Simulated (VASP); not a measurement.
Al3Cu: single point with PBEsol

The system is Al3Cu.

```
Al Cu
1.0
     3.99271    0.00000    0.00000
     0.00000    3.99271    0.00000
     0.00000    0.00000    3.99271
Al Cu
3 1
Direct
  0.00000 0.50000 0.50000
  0.50000 0.00000 0.50000
  0.50000 0.50000 0.00000
  0.00000 0.00000 0.00000
```

* Program: VASP 6.6.1
* Task: single point
* Functional: PBEsol
* Potentials or basis: VASP PAW PBE potentials, release 64 (Al, Cu)
* Cutoff: 520 eV
* k mesh: 6 × 6 × 6
* Occupations: methfessel-paxton, width 0.1 eV
* Spin: no spin polarisation
* Dipole correction: no
* Further INCAR settings: ALGO = Normal; EDIFF = 1e-07; NBANDS = 18

The pressure is -6.5 GPa and the band gap on the k mesh is zero (band 10 reaches 9.84 eV, above the bottom of band 11 at 5.68 eV).

Levels at points of the mesh, in eV from the Fermi level:
| k point | band 6 | band 7 | band 8 | band 9 | band 10 | band 11 | band 12 | band 13 | band 14 | band 15 |
| --- | --- | --- | --- | --- | --- | --- | --- | --- | --- | --- |
| (0.00, 0.00, 0.00) | -3.42 | -2.32 | -2.32 | -2.32 | -0.52 | 0.25 | 0.25 | 6.04 | 6.04 | 6.04 |
| (0.50, 0.00, 0.00) | -3.39 | -3.24 | 0.25 | 0.25 | 0.27 | 0.27 | 0.79 | 1.47 | 2.21 | 2.86 |
| (0.50, 0.50, 0.00) | -3.63 | -3.24 | -3.17 | -2.94 | 1.28 | 2.78 | 2.78 | 3.27 | 3.50 | 3.50 |
| (0.50, 0.50, 0.50) | -3.79 | -3.79 | -3.23 | -3.23 | -2.36 | -1.96 | -1.96 | -1.96 | 11.75 | 11.75 |

Run time: 31 s on 1 thread of Intel(R) Xeon(R) Platinum 8375C CPU @ 2.90GHz (Ice Lake), with other jobs on the host, peak memory 0.17 GiB.

Caveat: the PAW data sets were made with another functional, which shifts forces and pressure a little.
